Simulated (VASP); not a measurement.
Input of a VASP 6.6.1 run:

INCAR

```
SYSTEM = Zr3Mn
PREC = Accurate
ENCUT = 520
EDIFF = 1E-6
ISMEAR = -1
SIGMA = 0.05
LREAL = .FALSE.
LASPH = .TRUE.
NELM = 150
ALGO = Fast
ISIF = 2
LWAVE = .FALSE.
LCHARG = .TRUE.
ISPIN = 2
MAGMOM = 0 0 0 4
LORBIT = 11
LMAXMIX = 4
GGA = PE
LELF = .TRUE.
LVHAR = .TRUE.
NBANDS = 36
```

KPOINTS

```
regular mesh
0
G
  6 6 6
  0 0 0
```

POSCAR

```
Zr3Mn
1.0
    4.3438686458      0.0000000000      0.0000000000
    0.0000000000      4.3438686458      0.0000000000
    0.0000000000      0.0000000000      4.3438686458
Zr Mn
3 1
Direct
    0.5000000000      0.5000000000      0.0000000000
    0.5000000000      0.0000000000      0.5000000000
    0.0000000000      0.5000000000      0.5000000000
    0.0000000000      0.0000000000      0.0000000000
```

Potentials or basis: VASP PAW PBE potentials, release 64 (Zr_sv, Mn_pv).

Launch:

```bash
$ cat potpaw_PBE.64/Zr_sv/POTCAR potpaw_PBE.64/Mn_pv/POTCAR > POTCAR
$ mpirun -np 1 vasp_std > vasp.out
```

Q: Estimate the site moments.

A: Zr -0.09; Mn +3.38 μB.

Q: Predict the net moment.

A: 3.20 μB per cell.

Q: What does it give for the pressure?

A: 1.6 GPa.
